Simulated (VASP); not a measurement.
Here is a VASP 6.6.1 calculation.

The input POSCAR:

```
Au
1.0
   -1.6324099650      1.6324099650      1.6572690000
    1.6324099650     -1.6324099650      1.6572690000
    1.6324099650      1.6324099650     -1.6572690000
Au
1
Direct
    0.0000000000      0.0000000000      0.0000000000
```

File INCAR.step1:

```
PREC = Accurate
ENCUT = 520
ISMEAR = 0
SIGMA = 0.15
LREAL = F
LASPH = T
NELM = 60
NBANDS = 12
GGA = PE
ALGO = Normal
EDIFF = 1E-4
LWAVE = T
LCHARG = F
```

Contents of INCAR.step2:

```
PREC = Accurate
ENCUT = 520
EDIFF = 1E-6
ISMEAR = 0
SIGMA = 0.15
LREAL = F
LASPH = T
NELM = 60
ALGO = Normal
ISIF = 2
LWAVE = F
LCHARG = F
METAGGA = R2SCAN
LMIXTAU = T
NBANDS = 12
ISTART = 1
```

Contents of KPOINTS:

```
Automatic mesh
0
Gamma
  20 20 20
```

Potentials or basis: VASP PAW PBE potentials, release 64 (Au).

Run with:

```bash
$ cat potpaw_PBE.64/Au/POTCAR > POTCAR
$ cp INCAR.step1 INCAR
$ mpirun -np 1 vasp_std > vasp.out
$ cp INCAR.step2 INCAR
$ mpirun -np 1 vasp_std > vasp.out
```

Q: Predict the pressure.

A: -0.4 GPa.

Caveat: the cell differs from its parent crystal (strain -0.015 along x and y, +0.000 along z); the PAW data sets were made with another functional, which shifts forces and pressure a little.
